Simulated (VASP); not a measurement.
Write the native input for VASP 6.6.1 that does the following.

```yaml
Task: single point
Functional: PBE
Potentials_or_basis: VASP PAW PBE potentials, release 64 (F)
Cutoff: 520 eV
k_mesh: 10 × 10 × 4
Occupations: gaussian, width 0.02 eV
Spin: no spin polarisation
Dipole_correction: no
Further_INCAR_settings: ALGO = Normal; EDIFF = 1e-07; NBANDS = 22
```

The structure of F lies in POSCAR:

```
F
1.0
    2.8169350000     -1.6379664000      0.1100000000
    2.8169350000      1.6379664000      0.1100000000
   -1.2885956834      0.0000000000      6.7524899402
F
4
Direct
    0.0259241860      0.0259241860      0.1155822801
    0.9740758140      0.9740758140      0.8844177199
    0.5123503534      0.5123503534      0.5913127730
    0.4876496466      0.4876496466      0.4086872270
```

This cell differs from its parent crystal: strained.

One way to write it, as run:

INCAR

```
PREC     = Accurate       # precision mode
ENCUT    = 520            # plane-wave cutoff, eV
EDIFF    = 1E-7           # SCF threshold, eV
ISMEAR   = 0              # smearing method
SIGMA    = 0.02           # smearing width, eV
LREAL    = F              # projectors in reciprocal space
LASPH    = T              # aspherical terms in the spheres
NELM     = 60             # most SCF steps
ALGO     = Normal         # electronic algorithm
ISIF     = 2              # what is computed and relaxed
LWAVE    = F              # write WAVECAR
LCHARG   = T              # write CHGCAR
GGA      = PE             # functional
LELF     = T              # ELF
LVHAR    = T            
NBANDS   = 22             # bands
```

KPOINTS

```
regular mesh
0
Gamma
  10 10 4
```

Potentials or basis: VASP PAW PBE potentials, release 64 (F).

Run with:

```console
$ cat potpaw_PBE.64/F/POTCAR > POTCAR
$ mpirun -np 1 vasp_std > vasp.out
```

It gave:

```json
{
 "Pressure": "8.6 GPa",
 "Largest force": "11.372 eV/Å",
 "Band gap on the k mesh": "1.18 eV, direct"
}
```

Caveat: the cell differs from its parent crystal (strained); the standard files for N, O and F lose accuracy on very short bonds; forces of over 1 eV/Å act on the atoms, so gaps and moduli don't describe the material at rest.

Run time: 99 s on 1 thread of Intel(R) Xeon(R) Platinum 8488C (Sapphire Rapids), with other jobs on the host, peak memory 0.24 GiB.
